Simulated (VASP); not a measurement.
Runs of VASP 6.6.1 on Cr. Symmetry: Im-3m, No. 229, cubic system. The conventional cell has a = 2.884 Å, b = 2.884 Å, c = 2.884 Å, α = 90.00°, β = 90.00°, γ = 90.00°. Cr (site symmetry m-3m) has 14 Cr at 2.50 to 2.88 Å within 3.3 Å. 

```csv
spin,fixed moment (μB),pressure (GPa),moment (μB)
"collinear, ferromagnetic start",3.6,67.9,3.60
"collinear, ferromagnetic start",1.2,3.0,1.20
"collinear, ferromagnetic start",0.6,(a),0.60
"collinear, zero start",0.0,(b),0.00
"collinear, ferromagnetic start",1.8,15.0,1.80
"collinear, ferromagnetic start",2.4,29.8,2.40
"collinear, ferromagnetic start",3.0,48.0,3.00
```

Alike in all rows: task single point; level PBE; potentials or basis VASP PAW PBE potentials, release 64 (Cr_pv); cell as given; k mesh 13 × 13 × 13; cutoff (eV) 500; smearing fermi-dirac 0.1 eV.

Question: Fill in the values left out.

Answer: (a) -5.8; (b) -9.5.

Caveats: the total moment is fixed, so each spin has its own Fermi level; the cell stands under pressure (at least some runs); the cell stands under tension (at least some runs).
